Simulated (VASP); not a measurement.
# SnPb3S4 (Cmmm) in VASP: single point with PBE

Aim: the single point of SnPb3S4 with PBE.

All numbers are computed with VASP 6.6.1; they aren't measurements. Logs are shortened: lines on timing, memory, paths and dates and some standing lists are left out, and cuts for length are marked.

## 1. The cell of the first run

It takes space group Cmmm (No. 65, orthorhombic). The conventional cell has a = 8.444 Å, b = 11.943 Å, c = 4.223 Å, α = 90.00°, β = 90.00°, γ = 90.00°. Within 3.9 Å of Sn (site symmetry mmm) lie 6 S at 2.95 Å. Within 3.9 Å of Pb (site symmetry 2/m) lie 6 S at 2.99 Å. Within 4.0 Å of Pb (site symmetry mmm) lie 6 S at 3.02 Å. S (site symmetry 2mm) has 2 Sn at 2.95 Å and 4 Pb at 2.99 to 3.02 Å within 3.9 Å. Within 3.9 Å of S (site symmetry m2m) lie 1 Sn at 2.95 Å and 5 Pb at 2.99 to 3.02 Å.

## 2. Single point, PBE

File INCAR:

```
SYSTEM = SnPb3S4
PREC     = Accurate       ! precision mode
ENCUT    = 520            ! plane-wave cutoff, eV
EDIFF    = 1E-6           ! SCF threshold, eV
ISMEAR   = 0              ! smearing method
SIGMA    = 0.1            ! smearing width, eV
LREAL    = .FALSE.        ! projectors in reciprocal space
LASPH    = .TRUE.         ! aspherical terms in the spheres
NELM     = 80             ! most SCF steps
ALGO     = Normal         ! electronic algorithm
ISIF     = 2              ! what is computed and relaxed
LWAVE    = .FALSE.        ! write WAVECAR
LCHARG   = .FALSE.        ! write CHGCAR
GGA      = PE             ! functional
NBANDS   = 50             ! bands
```

File KPOINTS:

```
Automatic mesh
0
G
  4 4 4
  0 0 0
```

File POSCAR:

```
SnPb3S4
1.0
    4.2222421000     -5.9714612000      0.0000000000
    4.2222421000      5.9714612000      0.0000000000
    0.0000000000      0.0000000000      4.2227601000
Sn Pb S
1 3 4
Direct
    0.0000000000      0.0000000000      0.5000000000
    0.0000000000      0.5000000000      0.0000000000
    0.5000000000      0.5000000000      0.5000000000
    0.5000000000      0.0000000000      0.0000000000
    0.7553450000      0.7553450000      0.0000000000
    0.7527170000      0.2472830000      0.5000000000
    0.2472830000      0.7527170000      0.5000000000
    0.2446550000      0.2446550000      0.0000000000
```

Potentials or basis: VASP PAW PBE potentials, release 64 (Sn_d, Pb_d, S).

The run is started by

```
cat potpaw_PBE.64/Sn_d/POTCAR potpaw_PBE.64/Pb_d/POTCAR potpaw_PBE.64/S/POTCAR > POTCAR
mpirun -np 1 vasp_std > vasp.out
```

OUTCAR:

```text
SYSTEM = SnPb3S4
   PREC = Accurate
   ENCUT = 520
   EDIFF = 1E-6
   ISMEAR = 0
   LREAL = .FALSE.
   LASPH = .TRUE.
   NELM = 80
   ISIF = 2
   GGA = PE

 ion  position               nearest neighbor table
   1  0.000  0.000  0.500-   6 2.95   7 2.95   5 2.95   8 2.95   5 2.95   8 2.95
   2  0.000  0.500  0.000-   6 2.99   7 2.99   6 2.99   7 2.99   5 2.99   8 2.99
   3  0.500  0.500  0.500-   5 3.02   8 3.02   5 3.02   8 3.02   7 3.02   6 3.02
   4  0.500  0.000  0.000-   6 2.99   7 2.99   6 2.99   7 2.99   5 2.99   8 2.99
   5  0.755  0.755  0.000-   1 2.95   1 2.95   4 2.99   2 2.99   3 3.02   3 3.02
   6  0.753  0.247  0.500-   1 2.95   2 2.99   4 2.99   2 2.99   4 2.99   3 3.02
   7  0.247  0.753  0.500-   1 2.95   2 2.99   4 2.99   2 2.99   4 2.99   3 3.02
   8  0.245  0.245  0.000-   1 2.95   1 2.95   4 2.99   2 2.99   3 3.02   3 3.02

  LATTYP: Found a base centered orthorhombic cell.
 ALAT       =     8.4444842000
 B/A-ratio  =     1.4142867838
 C/A-ratio  =     0.5000613418

  Lattice vectors:

 A1 = (   4.2222421000,  -5.9714612000,   0.0000000000)
 A2 = (   4.2222421000,   5.9714612000,   0.0000000000)
 A3 = (   0.0000000000,   0.0000000000,   4.2227601000)

Analysis of symmetry for initial positions (statically):
=====================================================================
 Subroutine PRICEL returns:
 Original cell was already a primitive cell.

 Routine SETGRP: Setting up the symmetry group for a
 base centered orthorhombic supercell.

 Subroutine GETGRP returns: Found  8 space group operations
 (whereof  8 operations were pure point group operations)
 out of a pool of  8 trial point group operations.

The static configuration has the point symmetry D_2h.

Analysis of symmetry for dynamics (positions and initial velocities):
=====================================================================
 Subroutine PRICEL returns:
 Original cell was already a primitive cell.

 Routine SETGRP: Setting up the symmetry group for a
 base centered orthorhombic supercell.

 Subroutine GETGRP returns: Found  8 space group operations
 (whereof  8 operations were pure point group operations)
 out of a pool of  8 trial point group operations.

The dynamic configuration has the point symmetry D_2h.

 Subroutine INISYM returns: Found  8 space group operations
 (whereof  8 operations are pure point group operations),
 and found     1 'primitive' translations

----------------------------------------------------------------------------------------

[... 106 lines left out ...]
   ISIF   =      2    stress and relaxation
   ISYM   =      2    0-nonsym 1-usesym 2-fastsym
   POTIM  = 0.5000    time-step for ionic-motion
   TEBEG  =    0.0;   TEEND  =   0.0 temperature during run
   PSTRESS=    0.0 pullay stress
   NELECT =      80.0000    total number of electrons
   NUPDOWN=      -1.0000    fix difference up-down
   EMIN   =  10.00;   EMAX   =-10.00  energy-range for DOS
   EFERMI =   0.00;   METHOD = LEGACY
   ISMEAR =     0;   SIGMA  =   0.10  broadening in eV -4-tet -1-fermi 0-gaus
   EFERMI_NEDOS =   21; number of points for ismear=-14 and -15
   IALGO  =     38    algorithm
   IMIX   =      4    mixing-type and parameters
     AMIX     =   0.40;   BMIX     =  1.00
     AMIX_MAG =   1.60;   BMIX_MAG =  1.00
  volume/ion in A,a.u.               =      26.62       179.62
  Fermi-wavevector in a.u.,A,eV,Ry     =   1.181285  2.232305 18.986043  1.395435
  Thomas-Fermi vector in A             =   2.317562
   LORBIT       =      0    0 simple, 1 ext, 2 COOP (PROOUT), +10 PAW based schemes
   GGA     = PE    functional components
   LHFCALC =     F    Hartree Fock is set to
   AEXX    =    0.0000 exact exchange contribution
   IVDW    =     0    specifies the selected vdW correction
   LEPSILON=     F    determine dielectric tensor
   LRPA    =     F    only Hartree local field effects (RPA)
 non-spin polarized calculation
 Gauss-broadening in eV      SIGMA  =   0.10
  energy-cutoff  :      520.00
  volume of cell :      212.94
 maximum number of plane-waves:      5803
   NGX = 27   NGY = 27   NGZ = 15

 number of electron      80.0000018 magnetization

 Free energy of the ion-electron system (eV)
  ---------------------------------------------------
  ext. energy  EPLUGINS =         0.00000000
  ---------------------------------------------------
  free energy    TOTEN  =       -35.06464986 eV

  energy without entropy =      -35.06047676  energy(sigma->0) =      -35.06256331

 E-fermi :   5.8362     XC(G=0):  -9.5472

 val. band max:        5.8313644490   @ k =   0.5000   0.5000   0.5000
 cond. band min:       5.8765154107   @ k =   0.5000   0.5000   0.5000
 fundamental gap:      0.0451509617
 Fermi energy:         5.8361653032

 k-point     1 :       0.0000    0.0000    0.0000
  band No.  band energies     occupation
      1     -15.8815      2.00000
      2     -15.8740      2.00000
      3     -15.8723      2.00000
      4     -15.8701      2.00000
      5     -15.8695      2.00000
      6     -11.4000      2.00000
[... 1102 lines left out ...]
     49      10.9091      0.00000
     50      10.9829      0.00000

------------------------ aborting loop because EDIFF is reached ----------------------------------------

  FORCE on cell =-STRESS in cart. coord.  units (eV):
  Direction    XX          YY          ZZ          XY          YZ          ZX
  --------------------------------------------------------------------------------------
  -------------------------------------------------------------------------------------
  Total       -0.1943107     -0.2365053     -0.1627062     -0.0000000      0.0000000      0.0000000
  in kB       -1.4620327     -1.7795133     -1.2242341     -0.0000000      0.0000000      0.0000000
  external PRESSURE =      -1.4885934 kB  Pullay stress =       0.0000000 kB

 VOLUME and BASIS-vectors are now :
 -----------------------------------------------------------------------------
  energy-cutoff  :      520.00
  volume of cell :      212.94
      direct lattice vectors                 reciprocal lattice vectors
     4.222242100 -5.971461200  0.000000000     0.118420495 -0.083731600  0.000000000
     4.222242100  5.971461200  0.000000000     0.118420495  0.083731600  0.000000000
     0.000000000  0.000000000  4.222760100     0.000000000  0.000000000  0.236811937

 POSITION                                       TOTAL-FORCE (eV/Angst)
 -----------------------------------------------------------------------------------
      0.00000      0.00000      2.11138        -0.000000      0.000000      0.000000
      2.11112      2.98573      0.00000         0.000000      0.000000      0.000000
      4.22224      0.00000      2.11138        -0.000000      0.000000      0.000000
      2.11112     -2.98573      0.00000        -0.000000      0.000000      0.000000
      6.37850      0.00000      0.00000         0.001172      0.000000      0.000000
      4.22224     -3.01818      2.11138         0.000000     -0.005212      0.000000
      4.22224      3.01818      2.11138         0.000000      0.005212     -0.000000
      2.06599      0.00000      0.00000        -0.001172      0.000000      0.000000
 -----------------------------------------------------------------------------------
    total drift:                               -0.000000     -0.000000      0.000000

  FREE ENERGIE OF THE ION-ELECTRON SYSTEM (eV)
  ---------------------------------------------------
  free  energy   TOTEN  =       -35.0646498632 eV

  energy  without entropy=      -35.0604767555  energy(sigma->0) =      -35.06256331
```

OSZICAR:

```text
N       E                     dE             d eps       ncg     rms          rms(c)
DAV:   1     0.948551644251E+03    0.94855E+03   -0.36419E+04  2116   0.183E+03
DAV:   2     0.120036712676E+03   -0.82851E+03   -0.80313E+03  2100   0.512E+02
DAV:   3    -0.256612254025E+02   -0.14570E+03   -0.13836E+03  2674   0.220E+02
DAV:   4    -0.364342425291E+02   -0.10773E+02   -0.10592E+02  2528   0.591E+01
DAV:   5    -0.369590030917E+02   -0.52476E+00   -0.52337E+00  3050   0.132E+01    0.926E+00
DAV:   6    -0.350137066373E+02    0.19453E+01   -0.44141E+00  2874   0.104E+01    0.620E+00
DAV:   7    -0.350555048275E+02   -0.41798E-01   -0.97629E-01  2760   0.334E+00    0.374E+00
DAV:   8    -0.350733444357E+02   -0.17840E-01   -0.12149E-01  2880   0.263E+00    0.953E-01
DAV:   9    -0.350634573107E+02    0.98871E-02   -0.30213E-02  2992   0.118E+00    0.202E-01
DAV:  10    -0.350645323692E+02   -0.10751E-02   -0.38208E-03  2774   0.249E-01    0.127E-01
DAV:  11    -0.350646501198E+02   -0.11775E-03   -0.27101E-04  2888   0.122E-01    0.228E-02
DAV:  12    -0.350646504573E+02   -0.33750E-06   -0.25200E-05  2860   0.394E-02    0.117E-02
DAV:  13    -0.350646498632E+02    0.59402E-06   -0.25659E-06  1992   0.102E-02
   1 F= -.35064650E+02 E0= -.35062563E+02  d E =-.417311E-02
```

stdout:

```text
POSCAR found type information on POSCAR SnPbS
 POSCAR found :  3 types and       8 ions
 scaLAPACK will be used
 LDA part: xc-table for (Slater+PW92), standard interpolation
 POSCAR, INCAR and KPOINTS ok, starting setup
 FFT: planning ... GRIDC
 FFT: planning ... GRID_SOFT
 FFT: planning ... GRID
 WAVECAR not read
 entering main loop
```

Run time: 5.8 min. Hardware: 1 thread of Oxide Virtual Turin-like, shared host; peak memory 0.37 GiB.

What came out:

* Free energy: -35.0646 eV
* Pressure: -0.1 GPa
* Largest force: 0.005 eV/Å
* Band gap on the k mesh: 0.05 eV, direct

Forces in eV/Å, atoms in the order of the input:
```
Sn   0.000  0.000  0.000
Pb   0.000  0.000  0.000
Pb   0.000  0.000  0.000
Pb   0.000  0.000  0.000
S    0.001  0.000  0.000
S    0.000 -0.005  0.000
S    0.000  0.005  0.000
S   -0.001  0.000  0.000
```

Caveat: spin-orbit coupling is left out, which moves the levels of the heavy elements.
